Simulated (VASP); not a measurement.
Set up this calculation in VASP 6.6.1, as the native input.

| Item | Value |
| --- | --- |
| Task | relaxation of cell and atoms |
| Functional | LDA |
| Potentials or basis | VASP PAW LDA potentials, release 64 (Ge_d) |
| Cutoff | 600 eV |
| k mesh | 12 × 12 × 6 |
| Occupations | gaussian, width 0.1 eV |
| Spin | no spin polarisation |
| Dipole correction | no |
| Further INCAR settings | ALGO = Normal; EDIFF = 1e-06; IBRION = 2; EDIFFG = -0.005; NSW = 70; ISIF = 3 |

The structure of Ge lies in POSCAR:

```
Ge
1.0
    4.0581567173      0.0000000000      0.0000000000
   -2.0290783587      3.5144668097      0.0000000000
    0.0000000000      0.0000000000      6.6925282050
Ge
4
Direct
    0.6666666667      0.3333333333      0.0627911822
    0.3333333333      0.6666666667      0.5627911822
    0.6666666667      0.3333333333      0.4372088178
    0.3333333333      0.6666666667      0.9372088178
```

This isn't the form of Ge at room conditions, which is diamond.

The input as run:

INCAR

```
ALGO = Normal
EDIFF = 1E-6
EDIFFG = -0.005
ENCUT = 600
GGA = CA
IBRION = 2
ISIF = 3
ISMEAR = 0
LASPH = T
LCHARG = F
LREAL = F
LWAVE = F
NELM = 60
NSW = 70
PREC = Accurate
SIGMA = 0.1
```

KPOINTS

```
k-points
0
Gamma
  12 12 6
```

Potentials or basis: VASP PAW LDA potentials, release 64 (Ge_d).

Command:

```sh
$ cat potpaw_LDA.64/Ge_d/POTCAR > POTCAR
$ mpirun -np 1 vasp_std > vasp.out
```

It gave:

```
Relaxed volume                        : 22.21 Å³/atom
Relaxed cell                          : a = 3.962 Å, b = 3.962 Å, c = 6.536 Å, α = 90.00°, β = 90.00°, γ = 120.00°
Space group after relaxing (to 0.1 Å) : P6_3/mmc (No. 194)
Energy gained by relaxing             : 24.0 meV/atom
Ionic steps                           : 10
Pressure after relaxing               : 0.0 GPa
Band gap on the k mesh                : zero (bands 28 and 29 overlap by 0.11 eV)
```

Caveat: semilocal functionals underestimate gaps, and a narrow one can read as zero.

Wall time 14 min on 1 thread of Intel(R) Xeon(R) Platinum 8259CL CPU @ 2.50GHz (Skylake/Cascade Lake) (shared host), peak memory 0.34 GiB.
